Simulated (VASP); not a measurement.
PIr2, 3 atoms in the cell. Symmetry: Fm-3m, No. 225, cubic system. The conventional cell has a = 5.535 Å, b = 5.535 Å, c = 5.535 Å, α = 90.00°, β = 90.00°, γ = 90.00°. Within 3.2 Å of P (site symmetry m-3m) lie 8 Ir at 2.40 Å. Ir (site symmetry -43m) has 4 P at 2.40 Å and 6 Ir at 2.77 Å within 3.2 Å. 

* Program: VASP 6.6.1
* Task: single point
* Functional: LDA
* Potentials or basis: VASP PAW LDA potentials, release 64 (P, Ir)
* Cutoff: 520 eV
* k mesh: 9 × 9 × 9
* Occupations: methfessel-paxton, width 0.1 eV
* Spin: no spin polarisation
* Dipole correction: no
* Further INCAR settings: ALGO = Normal; EDIFF = 1e-07; NBANDS = 18

Potentials or basis: VASP PAW LDA potentials, release 64 (P, Ir).

Command:

```sh
$ cat potpaw_LDA.64/P/POTCAR potpaw_LDA.64/Ir/POTCAR > POTCAR
$ mpirun -np 1 vasp_std > vasp.out
```

Hardware: 1 thread of AMD EPYC 7R43 64-Core Processor (Zen 3), with other jobs on the host.

How long does it take, and how much memory?

It took 42 s on 1 thread of AMD EPYC 7R43 64-Core Processor (Zen 3) (shared host), peak memory 0.13 GiB. Counts: scf iterations 13, k points 35.
